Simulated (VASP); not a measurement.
# SiNi (Pnma) in VASP: single point with LDA

Aim: the single point of SiNi with LDA.

Program: VASP 6.6.1. These are calculated values, not measurements. Logs are shortened: lines on timing, memory, paths and dates and some standing lists are left out, and cuts for length are marked.

**1. The cell of the first run**

Symmetry: Pnma, No. 62, orthorhombic system. The conventional cell has a = 5.091 Å, b = 3.304 Å, c = 5.479 Å, α = 90.00°, β = 90.00°, γ = 90.00°. Si (site symmetry m) has 7 Ni at 2.24 to 3.41 Å and 10 Si at 2.64 to 3.30 Å within 3.5 Å. Ni (site symmetry m) has 6 Si at 2.24 to 2.35 Å and 4 Ni at 2.64 Å within 3.0 Å.

**2. Single point, LDA**

INCAR reads:

```
ALGO = Normal ; EDIFF = 1E-7
ENCUT = 520 ; GGA = CA
ISIF = 2 ; ISMEAR = 0
LASPH = T ; LCHARG = T
LELF = T ; LREAL = F
LVHAR = T ; LWAVE = F
NBANDS = 38 ; NELM = 100
PREC = Accurate ; SIGMA = 0.05
```

KPOINTS reads:

```
k-points
0
Gamma
  6 9 6
```

POSCAR reads:

```
SiNi
1.0
    5.0906738841      0.0000000000      0.0000000000
    0.0000000000      3.3037541081      0.0000000000
    0.0000000000      0.0000000000      5.4788472824
Si Ni
4 4
Direct
    0.3197574647      0.7500000000      0.0855286025
    0.1802425353      0.2500000000      0.5855286025
    0.8197574647      0.7500000000      0.4144713975
    0.6802425353      0.2500000000      0.9144713975
    0.0088704178      0.2500000000      0.1873502692
    0.4911295822      0.7500000000      0.6873502692
    0.5088704178      0.2500000000      0.3126497308
    0.9911295822      0.7500000000      0.8126497308
```

Potentials or basis: VASP PAW LDA potentials, release 64 (Si, Ni).

Run with:

```sh
cat potpaw_LDA.64/Si/POTCAR potpaw_LDA.64/Ni/POTCAR > POTCAR
mpirun -np 1 vasp_std > vasp.out
```

OUTCAR:

```text
EDIFF = 1E-7
   ENCUT = 520
   GGA = CA
   ISIF = 2
   ISMEAR = 0
   LASPH = T
   LREAL = F
   NELM = 100
   PREC = Accurate

 ion  position               nearest neighbor table
   1  0.320  0.750  0.086-   8 2.24   7 2.28   7 2.28   6 2.35   5 2.35   5 2.35   4 2.64   4 2.64
                             3 3.12   3 3.12
   2  0.180  0.250  0.586-   7 2.24   8 2.28   8 2.28   5 2.35   6 2.35   6 2.35   3 2.64   3 2.64
                             4 3.12   4 3.12
   3  0.820  0.750  0.414-   6 2.24   5 2.28   5 2.28   8 2.35   7 2.35   7 2.35   2 2.64   2 2.64
                             1 3.12   1 3.12
   4  0.680  0.250  0.914-   5 2.24   6 2.28   6 2.28   7 2.35   8 2.35   8 2.35   1 2.64   1 2.64
                             2 3.12   2 3.12
   5  0.009  0.250  0.187-   4 2.24   3 2.28   3 2.28   2 2.35   1 2.35   1 2.35   7 2.64   7 2.64
                             8 2.64   8 2.64
   6  0.491  0.750  0.687-   3 2.24   4 2.28   4 2.28   1 2.35   2 2.35   2 2.35   8 2.64   8 2.64
                             7 2.64   7 2.64
   7  0.509  0.250  0.313-   2 2.24   1 2.28   1 2.28   4 2.35   3 2.35   3 2.35   5 2.64   5 2.64
                             6 2.64   6 2.64
   8  0.991  0.750  0.813-   1 2.24   2 2.28   2 2.28   3 2.35   4 2.35   4 2.35   6 2.64   6 2.64
                             5 2.64   5 2.64

  LATTYP: Found a simple orthorhombic cell.
 ALAT       =     3.3037541081
 B/A-ratio  =     1.5408755366
 C/A-ratio  =     1.6583701762

  Lattice vectors:

 A1 = (   0.0000000000,  -3.3037541081,   0.0000000000)
 A2 = (   5.0906738841,   0.0000000000,   0.0000000000)
 A3 = (   0.0000000000,   0.0000000000,   5.4788472824)

Analysis of symmetry for initial positions (statically):
=====================================================================
 Subroutine PRICEL returns:
 Original cell was already a primitive cell.

 Routine SETGRP: Setting up the symmetry group for a
 simple orthorhombic supercell.

 Subroutine GETGRP returns: Found  8 space group operations
 (whereof  2 operations were pure point group operations)
 out of a pool of  8 trial point group operations.

The static configuration has the point symmetry S_2 .
 The point group associated with its full space group is D_2h.

Analysis of symmetry for dynamics (positions and initial velocities):
=====================================================================
 Subroutine PRICEL returns:
 Original cell was already a primitive cell.

 Routine SETGRP: Setting up the symmetry group for a
 simple orthorhombic supercell.

 Subroutine GETGRP returns: Found  8 space group operations
 (whereof  2 operations were pure point group operations)
 out of a pool of  8 trial point group operations.

The dynamic configuration has the point symmetry S_2 .
 The point group associated with its full space group is D_2h.

 Subroutine INISYM returns: Found  8 space group operations
 (whereof  2 operations are pure point group operations),
 and found     1 'primitive' translations

----------------------------------------------------------------------------------------

                                     Primitive cell

  volume of cell :      92.1451

  direct lattice vectors                    reciprocal lattice vectors
     5.090673884  0.000000000  0.000000000     0.196437647  0.000000000  0.000000000
     0.000000000  3.303754108  0.000000000     0.000000000  0.302685965  0.000000000
     0.000000000  0.000000000  5.478847282     0.000000000  0.000000000  0.182520145

  length of vectors
     5.090673884  3.303754108  5.478847282     0.196437647  0.302685965  0.182520145

  position of ions in fractional coordinates (direct lattice)
     0.319757465  0.750000000  0.085528602
     0.180242535  0.250000000  0.585528602
     0.819757465  0.750000000  0.414471398
     0.680242535  0.250000000  0.914471398
     0.008870418  0.250000000  0.187350269
     0.491129582  0.750000000  0.687350269
     0.508870418  0.250000000  0.312649731
     0.991129582  0.750000000  0.812649731

  ion indices of the primitive-cell ions
   primitive index   ion index
                 1           1
                 2           2
                 3           3
                 4           4
                 5           5
                 6           6
                 7           7
                 8           8

----------------------------------------------------------------------------------------

 KPOINTS: k-points

Automatic generation of k-mesh.
 Grid dimensions read from file:
 generate k-points for:    6    9    6

 Generating k-lattice:

  Cartesian coordinates                     Fractional coordinates (reciprocal lattice)
     0.032739608  0.000000000  0.000000000     0.166666667  0.000000000  0.000000000
     0.000000000  0.033631774  0.000000000     0.000000000  0.111111111  0.000000000
     0.000000000  0.000000000  0.030420024     0.000000000  0.000000000  0.166666667

  Length of vectors
     0.032739608  0.033631774  0.030420024

  Shift w.r.t. Gamma in fractional coordinates (k-lattice)
     0.000000000  0.000000000  0.000000000

 Subroutine IBZKPT returns following result:
 ===========================================

 Found     80 irreducible k-points:

 Following reciprocal coordinates:
            Coordinates               Weight
  0.000000  0.000000  0.000000      1.000000
  0.166667  0.000000  0.000000      2.000000
  0.333333  0.000000  0.000000      2.000000
  0.500000  0.000000  0.000000      1.000000
  0.000000  0.111111  0.000000      2.000000
  0.166667  0.111111  0.000000      4.000000
[... 16 lines left out ...]
  0.333333  0.000000  0.166667      4.000000
  0.500000  0.000000  0.166667      2.000000
 [... further k-points ...]
   k-points           NKPTS =     80   k-points in BZ     NKDIM =     80   number of bands    NBANDS=     38
   number of dos      NEDOS =    301   number of ions     NIONS =      8
   total plane-waves  NPLWV =  47040
   dimension x,y,z NGX =    40 NGY =   28 NGZ =   42
   dimension x,y,z NGXF=    80 NGYF=   56 NGZF=   84
   ions per type =               4   4
   NGX,Y,Z   is equivalent  to a cutoff of  13.06, 14.09, 12.74 a.u.
   NGXF,Y,Z  is equivalent  to a cutoff of  26.13, 28.18, 25.49 a.u.
 SYSTEM =  unknown system
   PREC   = accura    normal or accurate (medium, high low for compatibility)
   ISTART =      0    job   : 0-new  1-cont  2-samecut
   ICHARG =      2    charge: 1-file 2-atom 10-const
   ISPIN  =      1    spin polarized calculation?
   LNONCOLLINEAR =      F non collinear calculations
   LSORBIT =      F    spin-orbit coupling
   LASPH  =      T    aspherical Exc in radial PAW
   ENCUT  =  520.0 eV  38.22 Ry    6.18 a.u.   9.47  6.14 10.19*2*pi/ulx,y,z
   NELM   =    100;   NELMIN=  2; NELMDL= -5     # of ELM steps
   EDIFF  = 0.1E-06   stopping-criterion for ELM
   LREAL  =      F    real-space projection
   EDIFFG = 0.1E-05   stopping-criterion for IOM
   NSW    =      0    number of steps for IOM
   IBRION =     -1    ionic relax: 0-MD 1-quasi-New 2-CG
   NFREE  =      0    steps in history (QN), initial steepest desc. (CG)
   ISIF   =      2    stress and relaxation
   ISYM   =      2    0-nonsym 1-usesym 2-fastsym
   POTIM  = 0.5000    time-step for ionic-motion
   TEBEG  =    0.0;   TEEND  =   0.0 temperature during run
   PSTRESS=    0.0 pullay stress
   NELECT =      56.0000    total number of electrons
   NUPDOWN=      -1.0000    fix difference up-down
   EMIN   =  10.00;   EMAX   =-10.00  energy-range for DOS
   EFERMI =   0.00;   METHOD = LEGACY
   ISMEAR =     0;   SIGMA  =   0.05  broadening in eV -4-tet -1-fermi 0-gaus
   EFERMI_NEDOS =   21; number of points for ismear=-14 and -15
   IALGO  =     38    algorithm
   IMIX   =      4    mixing-type and parameters
     AMIX     =   0.40;   BMIX     =  1.00
     AMIX_MAG =   1.60;   BMIX_MAG =  1.00
  volume/ion in A,a.u.               =      11.52        77.73
  Fermi-wavevector in a.u.,A,eV,Ry     =   1.386692  2.620469 26.162855  1.922916
  Thomas-Fermi vector in A             =   2.510984
   LORBIT       =      0    0 simple, 1 ext, 2 COOP (PROOUT), +10 PAW based schemes
   GGA     = CA    functional components
   LHFCALC =     F    Hartree Fock is set to
   AEXX    =    0.0000 exact exchange contribution
   IVDW    =     0    specifies the selected vdW correction
   LEPSILON=     F    determine dielectric tensor
   LRPA    =     F    only Hartree local field effects (RPA)
 non-spin polarized calculation
 Gauss-broadening in eV      SIGMA  =   0.05
  energy-cutoff  :      520.00
  volume of cell :       92.15
 maximum number of plane-waves:      2500
 NGX is ok and might be reduce to    40
   NGX = 19   NGY = 13   NGZ = 21

 number of electron      55.9999989 magnetization

 Free energy of the ion-electron system (eV)
  ---------------------------------------------------
  ext. energy  EPLUGINS =         0.00000000
  ---------------------------------------------------
  free energy    TOTEN  =       -55.05924336 eV

  energy without entropy =      -55.05728388  energy(sigma->0) =      -55.05826362

 E-fermi :  11.0271     XC(G=0): -12.6580

 val. band max:       11.0151590049   @ k =   0.1667   0.4444   0.0000
 cond. band min:      11.0403266003   @ k =   0.3333   0.2222   0.0000
 fundamental gap:      0.0251675953
 Fermi energy:        11.0270660037

 k-point     1 :       0.0000    0.0000    0.0000
  band No.  band energies     occupation
      1      -2.3226      2.00000
      2       1.2404      2.00000
      3       2.4234      2.00000
      4       3.0138      2.00000
      5       4.2202      2.00000
      6       4.7328      2.00000
[... 30 lines left out ...]
     37      17.4782      0.00000
     38      17.8854      0.00000

 k-point     2 :       0.1667    0.0000    0.0000
  band No.  band energies     occupation
      1      -2.1682      2.00000
      2       0.8814      2.00000
      3       2.5314      2.00000
      4       2.6144      2.00000
      5       4.5367      2.00000
      6       5.0837      2.00000
[... 30 lines left out ...]
     37      17.0353      0.00000
     38      17.5683      0.00000
[... 859 lines left out ...]
     37      16.4235      0.00000
     38      17.1304      0.00000

 k-point    24 :       0.5000    0.0000    0.1667
  band No.  band energies     occupation
      1      -0.8670      2.00000
      2      -0.8670      2.00000
      3       2.2124      2.00000
      4       2.2124      2.00000
      5       4.8343      2.00000
      6       4.8343      2.00000
[... 30 lines left out ...]
     37      16.5693      0.00000
     38      16.5693      0.00000

 [... further k-points ...]
[... 5 lines left out ...]
  --------------------------------------------------------------------------------------
  -------------------------------------------------------------------------------------
  Total        0.2107565      0.1337894      0.2163828      0.0000000      0.0000000      0.0000000
  in kB        3.6645389      2.3262704      3.7623664      0.0000000      0.0000000      0.0000000
  external PRESSURE =       3.2510586 kB  Pullay stress =       0.0000000 kB

 VOLUME and BASIS-vectors are now :
 -----------------------------------------------------------------------------
  energy-cutoff  :      520.00
  volume of cell :       92.15
      direct lattice vectors                 reciprocal lattice vectors
     5.090673884  0.000000000  0.000000000     0.196437647  0.000000000  0.000000000
     0.000000000  3.303754108  0.000000000     0.000000000  0.302685965  0.000000000
     0.000000000  0.000000000  5.478847282     0.000000000  0.000000000  0.182520145

 POSITION                                       TOTAL-FORCE (eV/Angst)
 -----------------------------------------------------------------------------------
      1.62778      2.47782      0.46860        -0.000735     -0.000000      0.002481
      0.91756      0.82594      3.20802         0.000735     -0.000000      0.002481
      4.17312      2.47782      2.27083        -0.000735     -0.000000     -0.002481
      3.46289      0.82594      5.01025         0.000735     -0.000000     -0.002481
      0.04516      0.82594      1.02646         0.015275     -0.000000     -0.008137
      2.50018      2.47782      3.76589        -0.015275      0.000000     -0.008137
      2.59049      0.82594      1.71296         0.015275     -0.000000      0.008137
      5.04552      2.47782      4.45238        -0.015275      0.000000      0.008137
 -----------------------------------------------------------------------------------
    total drift:                                0.000000      0.000000     -0.000000

  FREE ENERGIE OF THE ION-ELECTRON SYSTEM (eV)
  ---------------------------------------------------
  free  energy   TOTEN  =       -55.0592433591 eV

  energy  without entropy=      -55.0572838806  energy(sigma->0) =      -55.05826362
```

Wall time 6.6 min (1 thread of Intel Xeon 8259CL, shared host); peak memory 0.32 GiB.

Results:

```
Free energy            : -55.0592 eV
Pressure               : 0.3 GPa
Largest force          : 0.017 eV/Å
Band gap on the k mesh : zero (bands 28 and 29 overlap by 1.78 eV)
```

Forces in eV/Å, atoms in the order of the input:
```
Si  -0.001  0.000  0.002
Si   0.001  0.000  0.002
Si  -0.001  0.000 -0.002
Si   0.001  0.000 -0.002
Ni   0.015  0.000 -0.008
Ni  -0.015  0.000 -0.008
Ni   0.015  0.000  0.008
Ni  -0.015  0.000  0.008
```

Stress tensor (GPa, compression positive):
```
0.37 0.00 0.00
0.00 0.23 0.00
0.00 0.00 0.38
```

Spin polarisation is off, so any magnetic state and its effect on volume and gap are missing.

The gap in the log of VASP goes by the Fermi energy; the results here count the filled bands.